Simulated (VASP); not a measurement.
# Zr (P6_3/mmc) in VASP: settings compared

Zr is run at these levels: r2SCAN, r2SCAN+rVV10; tasks: relaxation of cell and atoms.

Everything below comes from runs of VASP 6.6.1. Logs are shortened: lines on timing, memory, paths and dates and some standing lists are left out, and cuts for length are marked.

## 1. The cell of the first run

The structure is hexagonal, space group P6_3/mmc (No. 194). Conventional cell: a = 3.232 Å, b = 3.232 Å, c = 5.147 Å, α = 90.00°, β = 90.00°, γ = 120.00°. Zr (site symmetry -6m2) has 12 Zr at 3.18 to 3.23 Å within 4.2 Å.

## 2. Relaxation of cell and atoms, r2SCAN

POSCAR reads:

```
Zr
1.0
    3.2320000000      0.0000000000      0.0000000000
   -1.6160000000      2.7989940000      0.0000000000
    0.0000000000      0.0000000000      5.1470000000
Zr
2
Direct
    0.3333333333      0.6666666667      0.2500000000
    0.6666666667      0.3333333333      0.7500000000
```

INCAR.step1 reads:

```
SYSTEM = Zr
PREC = Accurate
ENCUT = 600
ISMEAR = 1
SIGMA = 0.1
LREAL = .FALSE.
LASPH = .TRUE.
NELM = 60
GGA = PE
ALGO = Normal
EDIFF = 1E-4
LWAVE = .TRUE.
LCHARG = .FALSE.
```

INCAR.step2 reads:

```
SYSTEM = Zr
PREC = Accurate
ENCUT = 600
EDIFF = 1E-7
ISMEAR = 1
SIGMA = 0.1
LREAL = .FALSE.
LASPH = .TRUE.
NELM = 60
ALGO = Normal
ISIF = 3
LWAVE = .FALSE.
LCHARG = .FALSE.
METAGGA = R2SCAN
LMIXTAU = .TRUE.
IBRION = 2
NSW = 80
EDIFFG = -0.02
ISTART = 1
```

KPOINTS reads:

```
Automatic mesh
0
G
  9 9 5
  0 0 0
```

Potentials or basis: VASP PAW PBE potentials, release 64 (Zr_sv).

The run is started by

```sh
$ cat potpaw_PBE.64/Zr_sv/POTCAR > POTCAR
$ cp INCAR.step1 INCAR
$ mpirun -np 1 vasp_std > vasp.out
$ cp INCAR.step2 INCAR
$ mpirun -np 1 vasp_std > vasp.out
```

OUTCAR:

```text
SYSTEM = Zr
   PREC = Accurate
   ENCUT = 600
   EDIFF = 1E-7
   ISMEAR = 1
   LREAL = .FALSE.
   LASPH = .TRUE.
   NELM = 60
   ISIF = 3
   METAGGA = R2SCAN
   IBRION = 2
   NSW = 80
   EDIFFG = -0.02
   ISTART = 1

 ion  position               nearest neighbor table
   1  0.333  0.667  0.250-   2 3.18   2 3.18   2 3.18   2 3.18   2 3.18   2 3.18
   2  0.667  0.333  0.750-   1 3.18   1 3.18   1 3.18   1 3.18   1 3.18   1 3.18

  LATTYP: Found a hexagonal cell.
 ALAT       =     3.2320000000
 C/A-ratio  =     1.5925123762

  Lattice vectors:

 A1 = (   3.2320000000,   0.0000000000,   0.0000000000)
 A2 = (  -1.6160000000,   2.7989940000,   0.0000000000)
 A3 = (   0.0000000000,   0.0000000000,   5.1470000000)

Analysis of symmetry for initial positions (statically):
=====================================================================
 Subroutine PRICEL returns:
 Original cell was already a primitive cell.

 Routine SETGRP: Setting up the symmetry group for a
 hexagonal supercell.

 Subroutine GETGRP returns: Found 24 space group operations
 (whereof 12 operations were pure point group operations)
 out of a pool of 24 trial point group operations.

The static configuration has the point symmetry D_3d.
 The point group associated with its full space group is D_6h.

Analysis of symmetry for dynamics (positions and initial velocities):
=====================================================================
 Subroutine PRICEL returns:
 Original cell was already a primitive cell.

 Routine SETGRP: Setting up the symmetry group for a
 hexagonal supercell.

 Subroutine GETGRP returns: Found 24 space group operations
 (whereof 12 operations were pure point group operations)
 out of a pool of 24 trial point group operations.

The dynamic configuration has the point symmetry D_3d.
 The point group associated with its full space group is D_6h.

 Subroutine INISYM returns: Found 24 space group operations
 (whereof 12 operations are pure point group operations),
 and found     1 'primitive' translations

----------------------------------------------------------------------------------------

                                     Primitive cell

  volume of cell :      46.5616

  direct lattice vectors                    reciprocal lattice vectors
     3.232000000  0.000000000  0.000000000     0.309405941  0.178635610  0.000000000
    -1.616000000  2.798994000  0.000000000     0.000000000  0.357271220  0.000000000
     0.000000000  0.000000000  5.147000000     0.000000000  0.000000000  0.194287935

  length of vectors
     3.232000000  3.231999909  5.147000000     0.357271210  0.357271220  0.194287935

  position of ions in fractional coordinates (direct lattice)
     0.333333333  0.666666667  0.250000000
     0.666666667  0.333333333  0.750000000

  ion indices of the primitive-cell ions
   primitive index   ion index
                 1           1
                 2           2

----------------------------------------------------------------------------------------

 KPOINTS: Automatic mesh

Automatic generation of k-mesh.
 Grid dimensions read from file:
 generate k-points for:    9    9    5

 Generating k-lattice:

  Cartesian coordinates                     Fractional coordinates (reciprocal lattice)
     0.034378438  0.019848401  0.000000000     0.111111111  0.000000000  0.000000000
     0.000000000  0.039696802  0.000000000     0.000000000  0.111111111  0.000000000
     0.000000000  0.000000000  0.038857587     0.000000000  0.000000000  0.200000000

  Length of vectors
     0.039696801  0.039696802  0.038857587

  Shift w.r.t. Gamma in fractional coordinates (k-lattice)
     0.000000000  0.000000000  0.000000000

 Subroutine IBZKPT returns following result:
 ===========================================

 Found     36 irreducible k-points:

 Following reciprocal coordinates:
            Coordinates               Weight
  0.000000  0.000000  0.000000      1.000000
  0.111111  0.000000  0.000000      6.000000
  0.222222 -0.000000  0.000000      6.000000
  0.333333  0.000000  0.000000      6.000000
  0.444444 -0.000000  0.000000      6.000000
  0.111111  0.111111  0.000000      6.000000
[... 16 lines left out ...]
  0.333333  0.222222  0.200000     24.000000
  0.333333  0.333333  0.200000      4.000000
 [... further k-points ...]
   k-points           NKPTS =     36   k-points in BZ     NKDIM =     36   number of bands    NBANDS=     16
   number of dos      NEDOS =    301   number of ions     NIONS =      2
   total plane-waves  NPLWV =  32928
   dimension x,y,z NGX =    28 NGY =   28 NGZ =   42
   dimension x,y,z NGXF=    56 NGYF=   56 NGZF=   84
   ions per type =               2
   NGX,Y,Z   is equivalent  to a cutoff of  14.40, 14.40, 13.57 a.u.
   NGXF,Y,Z  is equivalent  to a cutoff of  28.80, 28.80, 27.13 a.u.
 SYSTEM =  Zr
   PREC   = accura    normal or accurate (medium, high low for compatibility)
   ISTART =      1    job   : 0-new  1-cont  2-samecut
   ICHARG =      0    charge: 1-file 2-atom 10-const
   ISPIN  =      1    spin polarized calculation?
   LNONCOLLINEAR =      F non collinear calculations
   LSORBIT =      F    spin-orbit coupling
   LASPH  =      T    aspherical Exc in radial PAW
   ENCUT  =  600.0 eV  44.10 Ry    6.64 a.u.   6.46  6.46 10.28*2*pi/ulx,y,z
   NELM   =     60;   NELMIN=  2; NELMDL=  0     # of ELM steps
   EDIFF  = 0.1E-06   stopping-criterion for ELM
   LREAL  =      F    real-space projection
   EDIFFG = -.2E-01   stopping-criterion for IOM
   NSW    =     80    number of steps for IOM
   IBRION =      2    ionic relax: 0-MD 1-quasi-New 2-CG
   NFREE  =      1    steps in history (QN), initial steepest desc. (CG)
   ISIF   =      3    stress and relaxation
   ISYM   =      2    0-nonsym 1-usesym 2-fastsym
   POTIM  = 0.5000    time-step for ionic-motion
   TEBEG  =    0.0;   TEEND  =   0.0 temperature during run
   PSTRESS=    0.0 pullay stress
   NELECT =      24.0000    total number of electrons
   NUPDOWN=      -1.0000    fix difference up-down
   EMIN   =  10.00;   EMAX   =-10.00  energy-range for DOS
   EFERMI =   0.00;   METHOD = LEGACY
   ISMEAR =     1;   SIGMA  =   0.10  broadening in eV -4-tet -1-fermi 0-gaus
   EFERMI_NEDOS =   21; number of points for ismear=-14 and -15
   IALGO  =     38    algorithm
   IMIX   =      4    mixing-type and parameters
     AMIX     =   0.40;   BMIX     =  1.00
     AMIX_MAG =   1.60;   BMIX_MAG =  1.00
  volume/ion in A,a.u.               =      23.28       157.11
  Fermi-wavevector in a.u.,A,eV,Ry     =   1.312611  2.480475 23.442130  1.722948
  Thomas-Fermi vector in A             =   2.442991
   LORBIT       =      0    0 simple, 1 ext, 2 COOP (PROOUT), +10 PAW based schemes
   METAGGA = R2SCAN    functional components
   LHFCALC =     F    Hartree Fock is set to
   AEXX    =    0.0000 exact exchange contribution
   IVDW    =     0    specifies the selected vdW correction
   LEPSILON=     F    determine dielectric tensor
   LRPA    =     F    only Hartree local field effects (RPA)
 conjugate gradient relaxation of ions
 non-spin polarized calculation
 Methfessel and Paxton  Order N= 1 SIGMA  =   0.10
  energy-cutoff  :      600.00
  volume of cell :       46.56
 maximum number of plane-waves:      1572
 NGX is ok and might be reduce to    28
   NGX = 13   NGY = 13   NGZ = 21

--------------------------------------- Ionic step        1  -------------------------------------------

 number of electron      24.0000000 magnetization

 Free energy of the ion-electron system (eV)
  ---------------------------------------------------
  ext. energy  EPLUGINS =         0.00000000
  ---------------------------------------------------
  free energy    TOTEN  =       -45.50315502 eV

  energy without entropy =      -45.50316980  energy(sigma->0) =      -45.50315994

------------------------ aborting loop because EDIFF is reached ----------------------------------------

  FORCE on cell =-STRESS in cart. coord.  units (eV):
  Direction    XX          YY          ZZ          XY          YZ          ZX
  --------------------------------------------------------------------------------------
  -------------------------------------------------------------------------------------
  Total        0.2133762      0.2133762      0.3089809      0.0000000     -0.0000000      0.0000000
  in kB        7.3422488      7.3422482     10.6319952      0.0000000     -0.0000000      0.0000000
  external PRESSURE =       8.4388307 kB  Pullay stress =       0.0000000 kB
[... 57 lines left out ...]
  energy  without entropy=      -45.5026094703  energy(sigma->0) =      -45.50286446

--------------------------------------- Ionic step        3  -------------------------------------------

 number of electron      24.0000000 magnetization

 Free energy of the ion-electron system (eV)
  ---------------------------------------------------
  ext. energy  EPLUGINS =         0.00000000
  ---------------------------------------------------
  free energy    TOTEN  =       -45.50423280 eV

  energy without entropy =      -45.50407031  energy(sigma->0) =      -45.50417864

 E-fermi :   9.0094     XC(G=0): -11.9071

 val. band max:        8.8935411821   @ k =   0.0000   0.0000   0.4000
 cond. band min:       9.0146967430   @ k =   0.1111   0.0000   0.4000
 fundamental gap:      0.1211555609
 Fermi energy:         9.0094401719

 k-point     1 :       0.0000    0.0000    0.0000
  band No.  band energies     occupation
      1     -41.6265      2.00000
      2     -41.4660      2.00000
      3     -19.4703      2.00000
      4     -18.5729      2.00000
      5     -18.5729      2.00000
      6     -18.4415      2.00000
[... 8 lines left out ...]
     15      10.6587     -0.00000
     16      10.6588     -0.00000
[... 420 lines left out ...]
  band No.  band energies     occupation
      1     -41.4471      2.00000
      2     -41.4471      2.00000
      3     -19.1178      2.00000
      4     -19.1163      2.00000
      5     -19.1163      2.00000
      6     -18.8522      2.00000
[... 8 lines left out ...]
     15      10.8700     -0.00000
     16      12.9106      0.00000

 [... further k-points ...]
[... 5 lines left out ...]
  --------------------------------------------------------------------------------------
  -------------------------------------------------------------------------------------
  Total       -0.0136302     -0.0136302      0.0162136      0.0000000     -0.0000000      0.0000000
  in kB       -0.4650276     -0.4650276      0.5531671      0.0000000     -0.0000000      0.0000000
  external PRESSURE =      -0.1256294 kB  Pullay stress =       0.0000000 kB
[... 17 lines left out ...]
  FREE ENERGIE OF THE ION-ELECTRON SYSTEM (eV)
  ---------------------------------------------------
  free  energy   TOTEN  =       -45.5042328033 eV

  energy  without entropy=      -45.5040703129  energy(sigma->0) =      -45.50417864

 reached required accuracy - stopping structural energy minimisation
```

It took 3.2 min on 1 thread of Intel Xeon 6975P-C (Granite Rapids), shared host; peak memory 0.2 GiB.

What came out:

| Item | Value |
| --- | --- |
| Free energy | -45.5042 eV |
| Relaxed volume | 23.48 Å³/atom |
| Relaxed cell | a = 3.240 Å, b = 3.240 Å, c = 5.165 Å, α = 90.00°, β = 90.00°, γ = 120.00° |
| Space group after relaxing (to 0.05 Å) | P6_3/mmc (No. 194) |
| Energy gained by relaxing | 0.5 meV/atom |
| Ionic steps | 3 |
| Pressure after relaxing | 0.0 GPa |
| Band gap on the k mesh | zero (band 12 reaches 9.92 eV, above the bottom of band 13 at 8.62 eV) |

Step by step:
| step | energy change (eV) | largest force (eV/Å) | pressure (GPa) | volume (Å³) |
| --- | --- | --- | --- | --- |
| 1 | 0.0000 | 0.0000 | 0.84 | 46.56 |
| 2 | 0.0002 | 0.0000 | -0.90 | 47.39 |
| 3 | -0.0011 | 0.0000 | -0.01 | 46.96 |

Final structure:
```xyz
2
Lattice="3.2400 0.0000 0.0000 -1.6200 2.8059 0.0000 0.0000 0.0000 5.1655" Properties=species:S:1:pos:R:3 pbc="T T T"
Zr    0.0000    1.8706    1.2914
Zr    1.6200    0.9353    3.8741
```

Levels at points of the mesh, in eV from the Fermi level:
| k point | band 9 | band 10 | band 11 | band 12 | band 13 | band 14 | band 15 | band 16 |
| --- | --- | --- | --- | --- | --- | --- | --- | --- |
| (0.00, 0.00, 0.00) | -6.06 | -3.24 | 0.91 | 0.91 | 0.93 | 1.06 | 1.65 | 1.65 |

Caveat: the PAW data sets were made with another functional, which shifts forces and pressure a little.

## 3. Relaxation of cell and atoms, r2SCAN+rVV10

POSCAR is that of step 2.

INCAR.step1 reads:

```
SYSTEM = Zr
PREC     = Accurate       ! precision mode
ENCUT    = 600            ! plane-wave cutoff, eV
ISMEAR   = 1              ! smearing method
SIGMA    = 0.1            ! smearing width, eV
LREAL    = .False.        ! projectors in reciprocal space
LASPH    = .True.         ! aspherical terms in the spheres
NELM     = 60             ! most SCF steps
GGA      = PE             ! functional
ALGO     = Normal         ! electronic algorithm
EDIFF    = 1E-4           ! SCF threshold, eV
LWAVE    = .True.         ! write WAVECAR
LCHARG   = .False.        ! write CHGCAR
```

INCAR.step2 reads:

```
SYSTEM = Zr
PREC     = Accurate       ! precision mode
ENCUT    = 600            ! plane-wave cutoff, eV
EDIFF    = 1E-6           ! SCF threshold, eV
ISMEAR   = 1              ! smearing method
SIGMA    = 0.1            ! smearing width, eV
LREAL    = .False.        ! projectors in reciprocal space
LASPH    = .True.         ! aspherical terms in the spheres
NELM     = 60             ! most SCF steps
ALGO     = Normal         ! electronic algorithm
ISIF     = 3              ! what is computed and relaxed
LWAVE    = .False.        ! write WAVECAR
LCHARG   = .False.        ! write CHGCAR
METAGGA  = R2SCAN         ! meta-GGA
LMIXTAU  = .True.       
LUSE_VDW = .True.       
IVDW_NL  = 2            
BPARAM   = 11.95        
CPARAM   = 0.0093       
IBRION   = 2              ! ionic algorithm
NSW      = 80             ! ionic steps
EDIFFG   = -0.02          ! ionic threshold
ISTART   = 1
```

KPOINTS reads:

```
Automatic mesh
0
Gamma
  9 9 5
  0 0 0
```

Potentials or basis: VASP PAW PBE potentials, release 64 (Zr_sv).

The run is started by

```sh
$ cat potpaw_PBE.64/Zr_sv/POTCAR > POTCAR
$ cp INCAR.step1 INCAR
$ mpirun -np 1 vasp_std > vasp.out
$ cp INCAR.step2 INCAR
$ mpirun -np 1 vasp_std > vasp.out
```

OUTCAR:

```text
SYSTEM = Zr
   PREC = Accurate
   ENCUT = 600
   EDIFF = 1E-6
   ISMEAR = 1
   LREAL = .False.
   LASPH = .True.
   NELM = 60
   ISIF = 3
   METAGGA = R2SCAN
   IVDW_NL = 2
   BPARAM = 11.95
   IBRION = 2
   NSW = 80
   EDIFFG = -0.02
   ISTART = 1

 ion  position               nearest neighbor table
   1  0.333  0.667  0.250-   2 3.18   2 3.18   2 3.18   2 3.18   2 3.18   2 3.18
   2  0.667  0.333  0.750-   1 3.18   1 3.18   1 3.18   1 3.18   1 3.18   1 3.18

  LATTYP: Found a hexagonal cell.
 ALAT       =     3.2320000000
[... 684 lines left out ...]
      5     -19.0103      2.00000
      6     -18.7406      2.00000
[... 8 lines left out ...]
     15      10.9550     -0.00000
     16      13.0176      0.00000

 [... further k-points ...]
[... 5 lines left out ...]
  --------------------------------------------------------------------------------------
  -------------------------------------------------------------------------------------
  Total       -0.0181391     -0.0181391     -0.0065325      0.0000000      0.0000000      0.0000000
  in kB       -0.6237534     -0.6237534     -0.2246358      0.0000000      0.0000000      0.0000000
  external PRESSURE =      -0.4907142 kB  Pullay stress =       0.0000000 kB

 VOLUME and BASIS-vectors are now :
 -----------------------------------------------------------------------------
  energy-cutoff  :      600.00
  volume of cell :       46.59
      direct lattice vectors                 reciprocal lattice vectors
     3.230352554  0.000000000  0.000000000     0.309563734  0.178726712  0.000000000
    -1.615176277  2.797567270 -0.000000000     0.000000000  0.357453424  0.000000000
     0.000000000  0.000000000  5.155639576     0.000000000  0.000000000  0.193962356

 POSITION                                       TOTAL-FORCE (eV/Angst)
 -----------------------------------------------------------------------------------
     -0.00000      1.86504      1.28891        -0.000000     -0.000000      0.000000
      1.61518      0.93252      3.86673         0.000000      0.000000      0.000000
 -----------------------------------------------------------------------------------
    total drift:                               -0.000000      0.000000     -0.000000

  FREE ENERGIE OF THE ION-ELECTRON SYSTEM (eV)
  ---------------------------------------------------
  free  energy   TOTEN  =       -45.0718663661 eV

  energy  without entropy=      -45.0718165121  energy(sigma->0) =      -45.07184975

 reached required accuracy - stopping structural energy minimisation
```

OSZICAR.step1:

```text
N       E                     dE             d eps       ncg     rms          rms(c)
DAV:   1     0.230050514488E+03    0.23005E+03   -0.14710E+04  1152   0.166E+03
DAV:   2    -0.314906163532E+01   -0.23320E+03   -0.23138E+03  1480   0.434E+02
DAV:   3    -0.174707471362E+02   -0.14322E+02   -0.14236E+02  2216   0.818E+01
DAV:   4    -0.177472414721E+02   -0.27649E+00   -0.27648E+00  1240   0.127E+01
DAV:   5    -0.177580142527E+02   -0.10773E-01   -0.10773E-01  1880   0.146E+00    0.143E+01
DAV:   6    -0.171569504854E+02    0.60106E+00   -0.96104E-01  1184   0.869E+00    0.564E+00
DAV:   7    -0.170388824587E+02    0.11807E+00   -0.63615E-01  1672   0.615E+00    0.114E+00
DAV:   8    -0.170446354714E+02   -0.57530E-02   -0.38656E-02  1504   0.170E+00    0.289E-01
DAV:   9    -0.170449170906E+02   -0.28162E-03   -0.19667E-03  1432   0.483E-01    0.338E-02
DAV:  10    -0.170448692819E+02    0.47809E-04   -0.46128E-05  1040   0.506E-02
   1 F= -.17044869E+02 E0= -.17044468E+02  d E =-.120278E-02
```

Wall time 2.6 min (1 thread of Intel Xeon 6975P-C (Granite Rapids), shared host); peak memory 0.33 GiB.

Results:

- Free energy: -45.0719 eV
- Relaxed volume: 23.30 Å³/atom
- Relaxed cell: a = 3.230 Å, b = 3.230 Å, c = 5.156 Å, α = 90.00°, β = 90.00°, γ = 120.00°
- Space group after relaxing (to 0.05 Å): P6_3/mmc (No. 194)
- Energy gained by relaxing: 0.0 meV/atom
- Ionic steps: 2
- Pressure after relaxing: 0.0 GPa
- Band gap on the k mesh: zero (band 12 reaches 10.00 eV, above the bottom of band 13 at 8.69 eV)

Final structure:
```
Zr
1.0
     3.23035    0.00000    0.00000
    -1.61518    2.79757    0.00000
     0.00000    0.00000    5.15564
Zr
2
Direct
  0.33333 0.66667 0.25000
  0.66667 0.33333 0.75000
```

Caveat: the PAW data sets were made with another functional, which shifts forces and pressure a little.
